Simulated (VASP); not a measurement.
A run of VASP 6.6.1 is set up as follows.

The input INCAR:

```
PREC = Accurate
ENCUT = 500
EDIFF = 1E-6
ISMEAR = 0
SIGMA = 0.1
LREAL = False
LASPH = True
NELM = 120
ALGO = Normal
ISIF = 2
LWAVE = False
LCHARG = True
GGA = CA
LELF = True
LVHAR = True
NBANDS = 19
GGA_COMPAT = False
```

File KPOINTS:

```
regular mesh
0
Gamma
  15 15 8
```

The input POSCAR:

```
TiS2
1.0
    3.3151321368      0.0000000000      0.0000000000
   -1.6575660684      2.8709886474      0.0000000000
    0.0000000000      0.0000000000      5.4472392363
Ti S
1 2
Direct
    0.0000000000      0.0000000000      0.0000000000
    0.3333333333      0.6666666667      0.2609046486
    0.6666666667      0.3333333333      0.7390953514
```

Potentials or basis: VASP PAW LDA potentials, release 64 (Ti_sv, S).

The run is started by

```bash
$ cat potpaw_LDA.64/Ti_sv/POTCAR potpaw_LDA.64/S/POTCAR > POTCAR
$ mpirun -np 1 vasp_std > vasp.out
```

(1) What does it give for the pressure?

(2) Estimate the largest force.

## Answers

(1) 0.0 GPa.

(2) 0.015 eV/Å.
